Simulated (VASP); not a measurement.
Set up this calculation in VASP 6.6.1, as the native input.

| Item | Value |
| --- | --- |
| Task | single point |
| Functional | RPBE |
| Potentials or basis | VASP PAW PBE potentials, release 64 (Hf_pv) |
| Cutoff | 520 eV |
| k mesh | 8 × 8 × 11 |
| Occupations | fermi-dirac, width 0.1 eV |
| Spin | no spin polarisation |
| Dipole correction | no |
| Further INCAR settings | ALGO = Normal; EDIFF = 1e-06; NBANDS = 22 |

The structure of Hf lies in POSCAR:

```
Hf
1.0
    4.8311103888      0.0000000000      0.0000000000
   -2.4155551944      4.1838643252      0.0000000000
    0.0000000000      0.0000000000      2.9961712656
Hf
3
Direct
    1.0000000000      1.0000000000      0.0000000000
    0.3333333333      0.6666666667      0.5000000000
    0.6666666667      0.3333333333      0.5000000000
```

This cell differs from its parent crystal: volume scaled by 0.88.

One way to write it, as run:

INCAR

```
SYSTEM = Hf
PREC = Accurate ; ENCUT = 520
EDIFF = 1E-6 ; ISMEAR = -1
SIGMA = 0.1 ; LREAL = .False.
LASPH = .True. ; NELM = 100
ALGO = Normal ; ISIF = 2
LWAVE = .False. ; LCHARG = .False.
GGA = RP ; NBANDS = 22
```

KPOINTS

```
regular mesh
0
Gamma
  8 8 11
  0 0 0
```

Potentials or basis: VASP PAW PBE potentials, release 64 (Hf_pv).

Launch:

```bash
$ cat potpaw_PBE.64/Hf_pv/POTCAR > POTCAR
$ mpirun -np 1 vasp_std > vasp.out
```

Results of the run:

```yaml
Pressure: 15.7 GPa
Band_gap_on_the_k_mesh: zero (band 15 reaches 6.02 eV, above the bottom of band 16 at 4.95 eV)
```

Caveat: the PAW data sets were made with another functional, which shifts forces and pressure a little; spin-orbit coupling is left out, which moves the levels of the heavy elements.

Wall time 23 s on 1 thread of Intel(R) Xeon(R) 6975P-C (Granite Rapids) (shared host), peak memory 0.21 GiB.
